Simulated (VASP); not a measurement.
# LuSeBr (P-6m2) in VASP: notebook

The runs below take LuSeBr through single point, relaxation of cell and atoms, with PBE.

All numbers are computed with VASP 6.6.1; they aren't measurements. Logs are shortened: lines on timing, memory, paths and dates and some standing lists are left out, and cuts for length are marked.

**1. The cell of the first run**

Symmetry: P-6m2, No. 187, hexagonal system. Conventional cell: a = 4.693 Å, b = 4.693 Å, c = 3.912 Å, α = 90.00°, β = 90.00°, γ = 120.00°. Lu (site symmetry -6m2) has 3 Br at 2.71 Å and 6 Se at 3.34 Å within 3.6 Å. Within 4.4 Å of Se (site symmetry -6m2) lie 6 Br at 3.34 Å and 6 Lu at 3.34 Å and 2 Se at 3.91 Å. Within 3.6 Å of Br (site symmetry -6m2) lie 3 Lu at 2.71 Å and 6 Se at 3.34 Å.

The cell was generated, and may not be a known phase.

**2. Single point, PBE**

INCAR

```
SYSTEM = LuSeBr
PREC = Accurate ; ENCUT = 520
EDIFF = 1E-6 ; ISMEAR = 0
SIGMA = 0.1 ; LREAL = .False.
LASPH = .True. ; NELM = 100
ALGO = Normal ; ISIF = 2
LWAVE = .False. ; LCHARG = .False.
GGA = PE ; NBANDS = 26
```

KPOINTS

```
regular mesh
0
Gamma
  12 12 8
  0 0 0
```

POSCAR

```
LuSeBr
1.0
    4.6934157760      0.0000000000      0.0000000000
   -2.3467078880      4.0646172925      0.0000000000
    0.0000000000      0.0000000000      3.9123626835
Lu Se Br
1 1 1
Direct
    0.6666666667      0.3333333333      0.5000000000
    0.0000000000      0.0000000000      0.0000000000
    0.3333333333      0.6666666667      0.5000000000
```

Potentials or basis: VASP PAW PBE potentials, release 64 (Lu, Se, Br).

Run with:

```console
$ cat potpaw_PBE.64/Lu/POTCAR potpaw_PBE.64/Se/POTCAR potpaw_PBE.64/Br/POTCAR > POTCAR
$ mpirun -np 1 vasp_std > vasp.out
```

OUTCAR:

```text
SYSTEM = LuSeBr
   PREC = Accurate
   ENCUT = 520
   EDIFF = 1E-6
   ISMEAR = 0
   LREAL = .False.
   LASPH = .True.
   NELM = 100
   ISIF = 2
   GGA = PE

 ion  position               nearest neighbor table
   1  0.667  0.333  0.500-   3 2.71   3 2.71   3 2.71
   2  0.000  0.000  0.000-
   3  0.333  0.667  0.500-   1 2.71   1 2.71   1 2.71

  LATTYP: Found a hexagonal cell.
 ALAT       =     4.6934157760
 C/A-ratio  =     0.8335853609

  Lattice vectors:

 A1 = (   4.6934157760,   0.0000000000,   0.0000000000)
 A2 = (  -2.3467078880,   4.0646172925,   0.0000000000)
 A3 = (   0.0000000000,   0.0000000000,   3.9123626835)

Analysis of symmetry for initial positions (statically):
=====================================================================
 Subroutine PRICEL returns:
 Original cell was already a primitive cell.

 Routine SETGRP: Setting up the symmetry group for a
 hexagonal supercell.

 Subroutine GETGRP returns: Found 12 space group operations
 (whereof 12 operations were pure point group operations)
 out of a pool of 24 trial point group operations.

The static configuration has the point symmetry D_3h.

Analysis of symmetry for dynamics (positions and initial velocities):
=====================================================================
 Subroutine PRICEL returns:
 Original cell was already a primitive cell.

 Routine SETGRP: Setting up the symmetry group for a
 hexagonal supercell.

 Subroutine GETGRP returns: Found 12 space group operations
 (whereof 12 operations were pure point group operations)
 out of a pool of 24 trial point group operations.

The dynamic configuration has the point symmetry D_3h.

 Subroutine INISYM returns: Found 12 space group operations
 (whereof 12 operations are pure point group operations),
 and found     1 'primitive' translations

----------------------------------------------------------------------------------------

                                     Primitive cell

  volume of cell :      74.6359

  direct lattice vectors                    reciprocal lattice vectors
     4.693415776  0.000000000  0.000000000     0.213064439  0.123012811  0.000000000
    -2.346707888  4.064617293  0.000000000     0.000000000  0.246025623  0.000000000
     0.000000000  0.000000000  3.912362684     0.000000000  0.000000000  0.255600025

  length of vectors
     4.693415776  4.693415776  3.912362684     0.246025623  0.246025623  0.255600025

  position of ions in fractional coordinates (direct lattice)
     0.666666667  0.333333333  0.500000000
     0.000000000  0.000000000  0.000000000
     0.333333333  0.666666667  0.500000000

  ion indices of the primitive-cell ions
   primitive index   ion index
                 1           1
                 2           2
                 3           3

----------------------------------------------------------------------------------------

 KPOINTS: regular mesh

Automatic generation of k-mesh.
 Grid dimensions read from file:
 generate k-points for:   12   12    8

 Generating k-lattice:

  Cartesian coordinates                     Fractional coordinates (reciprocal lattice)
     0.017755370  0.010251068  0.000000000     0.083333333  0.000000000  0.000000000
     0.000000000  0.020502135  0.000000000     0.000000000  0.083333333  0.000000000
     0.000000000  0.000000000  0.031950003     0.000000000  0.000000000  0.125000000

  Length of vectors
     0.020502135  0.020502135  0.031950003

  Shift w.r.t. Gamma in fractional coordinates (k-lattice)
     0.000000000  0.000000000  0.000000000

 Subroutine IBZKPT returns following result:
 ===========================================

 Found     95 irreducible k-points:

 Following reciprocal coordinates:
            Coordinates               Weight
  0.000000  0.000000  0.000000      1.000000
  0.083333  0.000000  0.000000      6.000000
  0.166667  0.000000  0.000000      6.000000
  0.250000  0.000000  0.000000      6.000000
  0.333333  0.000000  0.000000      6.000000
  0.416667 -0.000000  0.000000      6.000000
[... 16 lines left out ...]
  0.250000  0.000000  0.125000     12.000000
  0.333333  0.000000  0.125000     12.000000
 [... further k-points ...]
   k-points           NKPTS =     95   k-points in BZ     NKDIM =     95   number of bands    NBANDS=     26
   number of dos      NEDOS =    301   number of ions     NIONS =      3
   total plane-waves  NPLWV =  38880
   dimension x,y,z NGX =    36 NGY =   36 NGZ =   30
   dimension x,y,z NGXF=    72 NGYF=   72 NGZF=   60
   ions per type =               1   1   1
   NGX,Y,Z   is equivalent  to a cutoff of  12.75, 12.75, 12.75 a.u.
   NGXF,Y,Z  is equivalent  to a cutoff of  25.50, 25.50, 25.50 a.u.
 SYSTEM =  LuSeBr
   PREC   = accura    normal or accurate (medium, high low for compatibility)
   ISTART =      0    job   : 0-new  1-cont  2-samecut
   ICHARG =      2    charge: 1-file 2-atom 10-const
   ISPIN  =      1    spin polarized calculation?
   LNONCOLLINEAR =      F non collinear calculations
   LSORBIT =      F    spin-orbit coupling
   LASPH  =      T    aspherical Exc in radial PAW
   ENCUT  =  520.0 eV  38.22 Ry    6.18 a.u.   8.73  8.73  7.27*2*pi/ulx,y,z
   NELM   =    100;   NELMIN=  2; NELMDL= -5     # of ELM steps
   EDIFF  = 0.1E-05   stopping-criterion for ELM
   LREAL  =      F    real-space projection
   EDIFFG = 0.1E-04   stopping-criterion for IOM
   NSW    =      0    number of steps for IOM
   IBRION =     -1    ionic relax: 0-MD 1-quasi-New 2-CG
   NFREE  =      0    steps in history (QN), initial steepest desc. (CG)
   ISIF   =      2    stress and relaxation
   ISYM   =      2    0-nonsym 1-usesym 2-fastsym
   POTIM  = 0.5000    time-step for ionic-motion
   TEBEG  =    0.0;   TEEND  =   0.0 temperature during run
   PSTRESS=    0.0 pullay stress
   NELECT =      38.0000    total number of electrons
   NUPDOWN=      -1.0000    fix difference up-down
   EMIN   =  10.00;   EMAX   =-10.00  energy-range for DOS
   EFERMI =   0.00;   METHOD = LEGACY
   ISMEAR =     0;   SIGMA  =   0.10  broadening in eV -4-tet -1-fermi 0-gaus
   EFERMI_NEDOS =   21; number of points for ismear=-14 and -15
   IALGO  =     38    algorithm
   IMIX   =      4    mixing-type and parameters
     AMIX     =   0.40;   BMIX     =  1.00
     AMIX_MAG =   1.60;   BMIX_MAG =  1.00
  volume/ion in A,a.u.               =      24.88       167.89
  Fermi-wavevector in a.u.,A,eV,Ry     =   1.307234  2.470315 23.250472  1.708861
  Thomas-Fermi vector in A             =   2.437983
   LORBIT       =      0    0 simple, 1 ext, 2 COOP (PROOUT), +10 PAW based schemes
   GGA     = PE    functional components
   LHFCALC =     F    Hartree Fock is set to
   AEXX    =    0.0000 exact exchange contribution
   IVDW    =     0    specifies the selected vdW correction
   LEPSILON=     F    determine dielectric tensor
   LRPA    =     F    only Hartree local field effects (RPA)
 non-spin polarized calculation
 Gauss-broadening in eV      SIGMA  =   0.10
  energy-cutoff  :      520.00
  volume of cell :       74.64
 maximum number of plane-waves:      2036
 NGX is ok and might be reduce to    36
   NGX = 17   NGY = 17   NGZ = 15

 number of electron      37.9999994 magnetization

 Free energy of the ion-electron system (eV)
  ---------------------------------------------------
  ext. energy  EPLUGINS =         0.00000000
  ---------------------------------------------------
  free energy    TOTEN  =       -13.24541038 eV

  energy without entropy =      -13.24466902  energy(sigma->0) =      -13.24503970

 E-fermi :   3.7517     XC(G=0): -10.0970

 val. band max:        3.7017808585   @ k =   0.0833   0.0000   0.0000
 cond. band min:       3.7857768706   @ k =   0.0833   0.0000   0.0000
 fundamental gap:      0.0839960121
 Fermi energy:         3.7516996271

 k-point     1 :       0.0000    0.0000    0.0000
  band No.  band energies     occupation
      1     -53.5146      2.00000
      2     -24.1517      2.00000
      3     -24.1517      2.00000
      4     -24.1476      2.00000
      5     -12.8627      2.00000
      6      -8.2221      2.00000
[... 18 lines left out ...]
     25       8.9765      0.00000
     26      10.5489      0.00000

 k-point     2 :       0.0833    0.0000    0.0000
  band No.  band energies     occupation
      1     -53.5146      2.00000
      2     -24.1543      2.00000
      3     -24.1521      2.00000
      4     -24.1475      2.00000
      5     -12.8402      2.00000
      6      -8.2438      2.00000
[... 18 lines left out ...]
     25       8.8766      0.00000
     26      10.1903      0.00000

 k-point     3 :       0.1667    0.0000    0.0000
  band No.  band energies     occupation
      1     -53.5146      2.00000
      2     -24.1615      2.00000
      3     -24.1534      2.00000
      4     -24.1472      2.00000
      5     -12.7782      2.00000
      6      -8.3004      2.00000
[... 18 lines left out ...]
     25       8.6000      0.00000
     26       9.8436      0.00000

 k-point     4 :       0.2500    0.0000    0.0000
  band No.  band energies     occupation
      1     -53.5145      2.00000
      2     -24.1713      2.00000
      3     -24.1550      2.00000
      4     -24.1467      2.00000
      5     -12.6924      2.00000
      6      -8.3712      2.00000
[... 18 lines left out ...]
     25       8.2255      0.00000
     26       9.8415      0.00000

 k-point     5 :       0.3333    0.0000    0.0000
  band No.  band energies     occupation
      1     -53.5144      2.00000
      2     -24.1810      2.00000
      3     -24.1567      2.00000
      4     -24.1463      2.00000
      5     -12.6052      2.00000
      6      -8.4347      2.00000
[... 18 lines left out ...]
     25       8.0979      0.00000
     26      10.2039      0.00000

 k-point     6 :       0.4167   -0.0000    0.0000
  band No.  band energies     occupation
      1     -53.5144      2.00000
      2     -24.1881      2.00000
      3     -24.1579      2.00000
      4     -24.1459      2.00000
      5     -12.5406      2.00000
      6      -8.4764      2.00000
[... 427 lines left out ...]
 k-point    21 :       0.0833    0.0000    0.1250
  band No.  band energies     occupation
      1     -53.5144      2.00000
      2     -24.1573      2.00000
      3     -24.1534      2.00000
      4     -24.1512      2.00000
      5     -12.8052      2.00000
      6      -8.2475      2.00000
[... 18 lines left out ...]
     25       8.6088      0.00000
     26      10.5918      0.00000

 k-point    22 :       0.1667    0.0000    0.1250
  band No.  band energies     occupation
      1     -53.5143      2.00000
      2     -24.1606      2.00000
      3     -24.1569      2.00000
      4     -24.1525      2.00000
      5     -12.7455      2.00000
      6      -8.2933      2.00000
[... 18 lines left out ...]
     25       8.4035      0.00000
     26      10.2964      0.00000

 k-point    23 :       0.2500    0.0000    0.1250
  band No.  band energies     occupation
      1     -53.5143      2.00000
      2     -24.1703      2.00000
      3     -24.1564      2.00000
      4     -24.1541      2.00000
      5     -12.6630      2.00000
      6      -8.3505      2.00000
[... 18 lines left out ...]
     25       8.1358      0.00000
     26      10.2740      0.00000

 k-point    24 :       0.3333    0.0000    0.1250
  band No.  band energies     occupation
      1     -53.5142      2.00000
      2     -24.1799      2.00000
      3     -24.1559      2.00000
      4     -24.1557      2.00000
      5     -12.5794      2.00000
      6      -8.4016      2.00000
[... 18 lines left out ...]
     25       8.4687      0.00000
     26      10.4844      0.00000

 [... further k-points ...]
[... 5 lines left out ...]
  --------------------------------------------------------------------------------------
  -------------------------------------------------------------------------------------
  Total        0.0869461      0.0869461     -0.0159317      0.0000000      0.0000000      0.0000000
  in kB        1.8664349      1.8664349     -0.3419991      0.0000000      0.0000000      0.0000000
  external PRESSURE =       1.1302902 kB  Pullay stress =       0.0000000 kB

 VOLUME and BASIS-vectors are now :
 -----------------------------------------------------------------------------
  energy-cutoff  :      520.00
  volume of cell :       74.64
      direct lattice vectors                 reciprocal lattice vectors
     4.693415776  0.000000000  0.000000000     0.213064439  0.123012811  0.000000000
    -2.346707888  4.064617293  0.000000000     0.000000000  0.246025623  0.000000000
     0.000000000  0.000000000  3.912362684     0.000000000  0.000000000  0.255600025

 POSITION                                       TOTAL-FORCE (eV/Angst)
 -----------------------------------------------------------------------------------
      2.34671      1.35487      1.95618        -0.000000      0.000000      0.000000
      0.00000      0.00000      0.00000         0.000000     -0.000000      0.000000
     -0.00000      2.70974      1.95618        -0.000000     -0.000000      0.000000
 -----------------------------------------------------------------------------------
    total drift:                               -0.000001      0.000001      0.000000

  FREE ENERGIE OF THE ION-ELECTRON SYSTEM (eV)
  ---------------------------------------------------
  free  energy   TOTEN  =       -13.2454103812 eV

  energy  without entropy=      -13.2446690152  energy(sigma->0) =      -13.24503970
```

It took 2.9 min on 1 thread of AMD EPYC 9R45 (Zen 5), shared host; peak memory 0.32 GiB.

Results:

```
Free energy            : -13.2454 eV
Pressure               : 0.1 GPa
Band gap on the k mesh : 0.08 eV
```

Stress tensor (GPa, compression positive):
```
 0.19  0.00  0.00
 0.00  0.19  0.00
 0.00  0.00 -0.03
```

Levels at points of the mesh, in eV from the valence-band top:
```
           k point  band 17  band 18  band 19  band 20  band 21  band 22
(0.00, 0.00, 0.00)    -1.33    -1.33    -0.31     0.14     2.26     2.87
(0.50, 0.00, 0.00)    -2.64    -1.32    -0.89     1.31     2.05     2.50
(0.00, 0.00, 0.50)    -3.14    -1.73    -1.73     1.68     1.68     4.05
(0.50, 0.00, 0.50)    -2.46    -2.02    -1.22     2.52     2.80     3.46
```

Caveat: semilocal functionals underestimate gaps, and a narrow one can read as zero; spin-orbit coupling is left out, which moves the levels of the heavy elements. A k mesh can miss the band edges.

**3. Relaxation of cell and atoms, PBE**

This run uses another cell than the first one, of 32.68 Å³/atom.

INCAR

```
SYSTEM = LuSeBr
PREC = Accurate ; ENCUT = 600
EDIFF = 1E-6 ; ISMEAR = 0
SIGMA = 0.1 ; LREAL = .FALSE.
LASPH = .TRUE. ; NELM = 100
ALGO = Normal ; ISIF = 3
LWAVE = .FALSE. ; LCHARG = .FALSE.
GGA = PE ; IBRION = 2
NSW = 100 ; EDIFFG = -0.01
```

KPOINTS

```
Automatic mesh
0
G
  12 12 8
  0 0 0
```

POSCAR

```
LuSeBr
1.0
    4.5236900400      0.0000000000      0.0000000000
   -2.2618450200      3.9176305000      0.0000000000
    0.0000000000      0.0000000000      5.5317367500
Lu Se Br
1 1 1
Direct
    0.6666666700      0.3333333300      0.5000000000
    0.0000000000      0.0000000000      0.0000000000
    0.3333333300      0.6666666700      0.5000000000
```

Potentials or basis: VASP PAW PBE potentials, release 64 (Lu, Se, Br).

Run with:

```console
$ cat potpaw_PBE.64/Lu/POTCAR potpaw_PBE.64/Se/POTCAR potpaw_PBE.64/Br/POTCAR > POTCAR
$ mpirun -np 1 vasp_std > vasp.out
```

It took 30 min on 1 thread of AMD EPYC 9R45 (Zen 5), shared host; peak memory 0.47 GiB.

Results (log left out):

* Free energy: -13.2461 eV
* Relaxed volume: 24.89 Å³/atom
* Relaxed cell: a = 4.697 Å, b = 4.697 Å, c = 3.908 Å, α = 90.00°, β = 90.00°, γ = 120.00°
* Space group after relaxing (to 0.1 Å): P-6m2 (No. 187)
* Energy gained by relaxing: 612.4 meV/atom
* Ionic steps: 13
* Pressure after relaxing: 0.0 GPa
* Band gap on the k mesh: 0.10 eV

Step by step:
```
step  energy change (eV)  largest force (eV/Å)  pressure (GPa)  volume (Å³)
   1              0.0000                0.0000           -2.22        98.03
   2             -1.2907                0.0000           -4.67        90.53
   3             -1.5777                0.0000           -5.35        86.84
   4             -1.5919                0.0000           -4.65        78.30
   5             -1.6879                0.0000           -5.24        83.39
   6             -1.7820                0.0000            4.07        70.06
   7             -1.8363                0.0000           -0.09        74.68
   8             -1.8363                0.0000           -0.01        74.51
   9             -1.8371                0.0000            0.15        74.62
  10             -1.8372                0.0000            0.18        74.70
  11             -1.8372                0.0000            0.07        74.68
  12             -1.8372                0.0000            0.08        74.66
  13             -1.8372                0.0000           -0.03        74.67
```

Final structure:
```
CELL_PARAMETERS angstrom
4.69683 0.00000 0.00000
-2.34841 4.06757 0.00000
0.00000 0.00000 3.90849
ATOMIC_POSITIONS crystal
Lu 0.66667 0.33333 0.50000
Se 0.00000 0.00000 0.00000
Br 0.33333 0.66667 0.50000
```

Levels at points of the mesh, in eV from the valence-band top:
```tsv
k point	band 17	band 18	band 19	band 20	band 21	band 22
(0.00, 0.00, 0.00)	-1.32	-1.32	-0.32	0.16	2.27	2.88
(0.50, 0.00, 0.00)	-2.63	-1.31	-0.88	1.31	2.06	2.52
(0.00, 0.00, 0.50)	-3.13	-1.72	-1.72	1.69	1.69	4.05
(0.50, 0.00, 0.50)	-2.46	-2.01	-1.21	2.53	2.80	3.47
```

Caveat: the volume moved by over 15 % at a fixed basis, so the end points are rough; semilocal functionals underestimate gaps, and a narrow one can read as zero; spin-orbit coupling is left out, which moves the levels of the heavy elements. A k mesh can miss the band edges.

(Continued in part 2 of 2.)
